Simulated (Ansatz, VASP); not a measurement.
## Two plane-wave programs on Si7Ge

File INCAR:

```
PREC     = Accurate       # precision mode
ENCUT    = 520            # plane-wave cutoff, eV
EDIFF    = 1E-6           # SCF threshold, eV
ISMEAR   = 0              # smearing method
SIGMA    = 0.01           # smearing width, eV
LREAL    = F              # projectors in reciprocal space
LASPH    = T              # aspherical terms in the spheres
NELM     = 80             # most SCF steps
ALGO     = Normal         # electronic algorithm
ISIF     = 2              # what is computed and relaxed
LWAVE    = F              # write WAVECAR
LCHARG   = F              # write CHGCAR
GGA      = PS             # functional
NBANDS   = 31             # bands
```

KPOINTS

```
regular mesh
0
Gamma
  8 8 8
```

Contents of POSCAR:

```
Si7Ge
1.0
    5.4999541471      0.0000000000      0.0000000000
    0.0000000000      5.4999541471      0.0000000000
    0.0000000000      0.0000000000      5.4999541471
Si Ge
7 1
Direct
    0.2526208403      0.2526208403      0.2526208403
    0.0000000000      0.5000000000      0.5000000000
    0.5000000000      0.5000000000      0.0000000000
    0.5000000000      0.0000000000      0.5000000000
    0.7473791597      0.2526208403      0.7473791597
    0.7473791597      0.7473791597      0.2526208403
    0.2526208403      0.7473791597      0.7473791597
    0.0000000000      0.0000000000      0.0000000000
```

Input for Ansatz:

```yaml
crystal:
  lattice:
    - [5.4999541471, 0.0, 0.0]
    - [0.0, 5.4999541471, 0.0]
    - [0.0, 0.0, 5.4999541471]
  atoms:
    - { symbol: Si, position: [0.2526208403, 0.2526208403, 0.2526208403] }
    - { symbol: Si, position: [0.0, 0.5, 0.5] }
    - { symbol: Si, position: [0.5, 0.5, 0.0] }
    - { symbol: Si, position: [0.5, 0.0, 0.5] }
    - { symbol: Si, position: [0.7473791597, 0.2526208403, 0.7473791597] }
    - { symbol: Si, position: [0.7473791597, 0.7473791597, 0.2526208403] }
    - { symbol: Si, position: [0.2526208403, 0.7473791597, 0.7473791597] }
    - { symbol: Ge, position: [0.0, 0.0, 0.0] }
basis:
  ecutwfc: 420
kpoints:
  mp_grid: { grid: [8, 8, 8] }
  band_path: { path: [VBM, CBM], npoints: 2 }
hamiltonian:
  xc: pbesol
scf:
  occupations: { method: gaussian, width: 0.01 }
output:
  forces: true
  stress: true
  eigenvalues: true
checkpoint:
  read: start.run
  write: ck
  compress: false
  write_wavefunctions: false
  write_every: 100000
```

Alike in both runs: task single point; functional PBEsol; k mesh 8 × 8 × 8; occupations gaussian, width 0.01 eV; no spin polarisation.

|  | VASP | Ansatz |
| --- | --- | --- |
| version | VASP 6.6.1 | Ansatz 0.2.0 |
| potentials or method | VASP PAW PBE potentials, release 64 (Si, Ge_d), cutoff 520 eV | scalar-relativistic, plane waves, PAW |
| valence electrons in the cell | 42 | 42 |

```tsv
	VASP	Ansatz	Ansatz less VASP
gap on the k mesh at the Fermi level (eV)	0.32	0.32	+0.005
least direct gap on the mesh (eV)	0.32	0.32	+0.005
pressure (GPa)	-1.9	-1.9	-0.06
rms of the force components (eV/Å)	0.004	0.001	-0.0032
```

VASP's potentials were made for PBE, not for PBEsol. Atom by atom the forces differ by 0.003 eV/Å (rms over components). The functional is the same, so the differences come from potentials, cutoffs and numerics.
